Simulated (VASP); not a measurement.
Runs of VASP 6.6.1 on Bi. The structure is that of space group Im-3m (No. 229), or close to it. The cells are those of the table. 

| cell | gap on the mesh (eV) | pressure (GPa) |
| --- | --- | --- |
| a = 3.432 Å, angles 109.5°, 1 atom | none | -3.0 |
| a = 3.477 Å, angles 109.5°, 1 atom | none | (a) |
| a = 3.386 Å, angles 109.5°, 1 atom | none | -0.8 |
| a = 3.409 Å, angles 109.5°, 1 atom | none | -2.1 |
| a = 3.455 Å, angles 109.5°, 1 atom | none | -4.0 |
| a = 3.499 Å, angles 109.5°, 1 atom | none | -5.6 |
| a = 3.362 Å, angles 109.5°, 1 atom | none | (b) |

Alike in all rows: task single point; level LDA; potentials or basis VASP PAW LDA potentials, release 64 (Bi_d); no spin polarisation; k mesh 10 × 10 × 10; cutoff (eV) 520; smearing methfessel-paxton 0.15 eV.

Task: Fill in the values left out.

Result: (a) -4.9; (b) 0.5.

Caveats: spin-orbit coupling is left out, which moves the levels of the heavy elements.

A k mesh can miss the band edges, and the runs leave out spin-orbit coupling on Bi.

A gap of «none» marks levels without a gap at the run's occupations.
